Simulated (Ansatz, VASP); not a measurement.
# Two plane-wave programs on P5N2

The input INCAR:

```
SYSTEM = P5N2
PREC = Accurate
ENCUT = 520
EDIFF = 1E-6
ISMEAR = 0
SIGMA = 0.1
LREAL = .False.
LASPH = .True.
NELM = 80
ALGO = Normal
ISIF = 2
LWAVE = .False.
LCHARG = .False.
GGA = PE
NBANDS = 26
```

Contents of KPOINTS:

```
regular mesh
0
Gamma
  4 10 4
  0 0 0
```

File POSCAR:

```
P5N2
1.0
    3.9554741100      0.0000000000      0.0000000000
    0.0000000000      1.7694503100      0.0000000000
   -0.8778269700      0.0000000000      5.6020862900
P N
5 2
Direct
    0.2141710100      0.0000000000      0.5706959800
    0.7858289900      0.0000000000      0.4293040200
    0.6431190200      0.0000000000      0.7146679600
    0.3568809800      0.0000000000      0.2853320400
    0.5000000000      0.0000000000      0.0000000000
    0.0734870000      0.0000000000      0.8524150100
    0.9265130000      0.0000000000      0.1475849900
```

Input for Ansatz:

```yaml
crystal:
  lattice:
    - [3.95547411, 0.0, 0.0]
    - [0.0, 1.76945031, 0.0]
    - [-0.87782697, 0.0, 5.60208629]
  atoms:
    - { symbol: P, position: [0.21417101, 0.0, 0.57069598] }
    - { symbol: P, position: [0.78582899, 0.0, 0.42930402] }
    - { symbol: P, position: [0.64311902, 0.0, 0.71466796] }
    - { symbol: P, position: [0.35688098, 0.0, 0.28533204] }
    - { symbol: P, position: [0.5, 0.0, 0.0] }
    - { symbol: "N", position: [0.073487, 0.0, 0.85241501] }
    - { symbol: "N", position: [0.926513, 0.0, 0.14758499] }
basis:
  ecutwfc: 420
kpoints:
  mp_grid: { grid: [4, 10, 4] }
hamiltonian:
  xc: pbe
scf:
  occupations: { method: gaussian, width: 0.1 }
  lower_state_search: "off"
output:
  forces: true
  stress: true
  eigenvalues: true
```

Alike in both runs: task single point; functional PBE; k mesh 4 × 10 × 4; occupations gaussian, width 0.1 eV; no spin polarisation.

```csv
,VASP,Ansatz
version,VASP 6.6.1,Ansatz 0.2.0
potentials or method,"VASP PAW PBE potentials, release 64 (P, N), cutoff 520 eV","scalar-relativistic, plane waves, PAW"
valence electrons in the cell,35,35
```

Ansatz gave:

* gap on the k mesh at the Fermi level (eV): none
* rms of the force components (eV/Å): 5.016

Problem. Estimate VASP's values.

Solution. gap on the k mesh at the Fermi level (eV): none; rms of the force components (eV/Å): 4.958.

Atom by atom the forces differ by 0.063 eV/Å (rms over components). A gap of «none» marks a metal or a gap that the smearing closes.

The k mesh is coarse, so the values compare programs but aren't converged.
